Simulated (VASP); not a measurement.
A run of VASP 6.6.1 is set up as follows.

The input INCAR:

```
PREC = Accurate
ENCUT = 520
EDIFF = 1E-6
ISMEAR = 0
SIGMA = 0.05
LREAL = F
LASPH = T
NELM = 100
ALGO = Normal
ISIF = 2
LWAVE = F
LCHARG = T
GGA = PE
LELF = T
LVHAR = T
NBANDS = 11
```

File KPOINTS:

```
regular mesh
0
Gamma
  4 4 4
```

The input POSCAR:

```
SiC
1.0
    0.0000000000      1.8991639303      2.8487458955
    1.8991639303      0.0000000000      2.8487458955
    1.8991639303      1.8991639303      0.0000000000
Si C
1 1
Direct
    0.0000000000      0.0000000000      0.0000000000
    0.7500000000      0.7500000000      0.7500000000
```

Potentials or basis: VASP PAW PBE potentials, release 64 (Si, C).

Run with:

```console
$ cat potpaw_PBE.64/Si/POTCAR potpaw_PBE.64/C/POTCAR > POTCAR
$ mpirun -np 1 vasp_std > vasp.out
```

Estimate the pressure.

2.1 GPa.

What does it give for the band gap on the k mesh?

Zero (band 4 reaches 10.45 eV, above the bottom of band 5 at 9.16 eV).

Stress tensor (GPa, compression positive):
```
 39.72   0.00   0.00
  0.00  39.72   0.00
  0.00   0.00 -73.12
```

Caveat: the k points lie up to 0.65 Å⁻¹ apart.
